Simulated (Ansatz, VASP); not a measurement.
## P: VASP beside Ansatz

```
P
1.0
     0.00000    2.30096    2.32865
     1.77565    0.00000    2.32865
     1.77565    2.30096    0.00000
P
1
Cartesian
  0.0000 0.0000 0.0000
```

Alike in both runs: task relaxation of cell and atoms; functional PBE; k mesh 8 × 8 × 8; occupations gaussian, width 0.1 eV; no spin polarisation.

```csv
,VASP,Ansatz
version,VASP 6.6.1,Ansatz 0.2.0
potentials or method,"VASP PAW PBE potentials, release 64 (P), cutoff 500 eV","scalar-relativistic, plane waves, PAW"
valence electrons in the cell,5,5
```

|  | VASP | Ansatz | Ansatz less VASP |
| --- | --- | --- | --- |
| gap on the k mesh at the Fermi level, each at its own relaxed structure (eV) | none | none | - |
| relaxed volume (Å³/atom) | 15.47 | 14.99 | -0.484 |
| relaxed cell length with the largest relative difference (Å) | 3.192 | 3.009 | -0.1837 |

A gap of «none» marks a metal or a gap that the smearing closes. One of these differences is far larger than is usual between the two programs; its cause wasn't traced.

Noted on VASP's run: the volume moved by over 15 % at a fixed basis, so the end points are rough.
